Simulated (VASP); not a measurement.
A run of VASP 6.6.1 is set up as follows.

The input INCAR:

```
SYSTEM = Ti
PREC = Accurate ; ENCUT = 520
EDIFF = 1E-6 ; ISMEAR = 0
SIGMA = 0.15 ; LREAL = .False.
LASPH = .True. ; NELM = 80
ALGO = Fast ; ISIF = 2
LWAVE = .False. ; LCHARG = .True.
GGA = PE ; LELF = .True.
LVHAR = .True. ; NBANDS = 25
```

The input KPOINTS:

```
regular mesh
0
Gamma
  12 12 14
  0 0 0
```

Contents of POSCAR:

```
Ti
1.0
    4.7928000000      0.0000000000      0.0000000000
   -2.3964000000      4.1506865553      0.0000000000
    0.0000000000      0.0000000000      3.0583000000
Ti
3
Direct
    0.0000000000      0.0000000000      0.0000000000
    0.3333333333      0.6666666667      0.5000000000
    0.6666666667      0.3333333333      0.5000000000
```

Potentials or basis: VASP PAW PBE potentials, release 64 (Ti_sv).

Command:

```sh
$ cat potpaw_PBE.64/Ti_sv/POTCAR > POTCAR
$ mpirun -np 1 vasp_std > vasp.out
```

Predict the band gap on the k mesh.

zero (bands 18 and 19 overlap by 0.28 eV).

What does it give for the pressure?

-13.8 GPa.

Stress tensor (GPa, compression positive):
```
-12.33   0.00   0.00
  0.00 -12.33   0.00
  0.00   0.00 -16.77
```

Caveat: the cell stands under tension.
